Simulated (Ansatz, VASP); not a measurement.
Ta7N8 in VASP and in Ansatz

```
CELL_PARAMETERS angstrom
0.00000 4.32328 4.32328
4.32328 0.00000 4.32328
4.32328 4.32328 0.00000
ATOMIC_POSITIONS crystal
Ta 0.00000 0.00000 0.50000
Ta 0.00000 0.50000 0.00000
Ta 0.00000 0.50000 0.50000
Ta 0.50000 0.00000 0.00000
Ta 0.50000 0.00000 0.50000
Ta 0.50000 0.50000 0.00000
Ta 0.50000 0.50000 0.50000
N 0.25000 0.25000 0.25000
N 0.24667 0.24667 0.75333
N 0.24667 0.75333 0.24667
N 0.24667 0.75333 0.75333
N 0.75333 0.24667 0.24667
N 0.75333 0.24667 0.75333
N 0.75333 0.75333 0.24667
N 0.75000 0.75000 0.75000
```

Alike in both runs: functional PBEsol; k mesh 12 × 12 × 12; occupations gaussian, width 0.2 eV; no spin polarisation.

Ansatz relaxed the structure, and its values are those at the end. VASP's run is a single point on that final structure, the one shown.

|  | VASP | Ansatz |
| --- | --- | --- |
| version | VASP 6.6.1 | Ansatz 0.2.0 |
| potentials or method | VASP PAW PBE potentials, release 64 (Ta_pv, N) | scalar-relativistic, plane waves, PAW |
| plane-wave cutoff (eV) | 520 | 420 |
| valence electrons in the cell | 117 | 131 |

Ansatz gave:

```
gap on the k mesh at the Fermi level (eV) : none
pressure (GPa)                            : 0.0
rms of the force components (eV/Å)        : 0.000
```

**Question.** Estimate VASP's values.

**Answer.** gap on the k mesh at the Fermi level (eV): none; pressure (GPa): 0.9; rms of the force components (eV/Å): 0.007.

VASP's potentials were made for PBE, not for PBEsol. A gap of «none» marks a metal or a gap that the smearing closes. VASP's potentials hold 117 valence electrons a cell and Ansatz's 131, so a difference there can come from the potentials and not from the codes.

Spin-orbit coupling is off throughout.
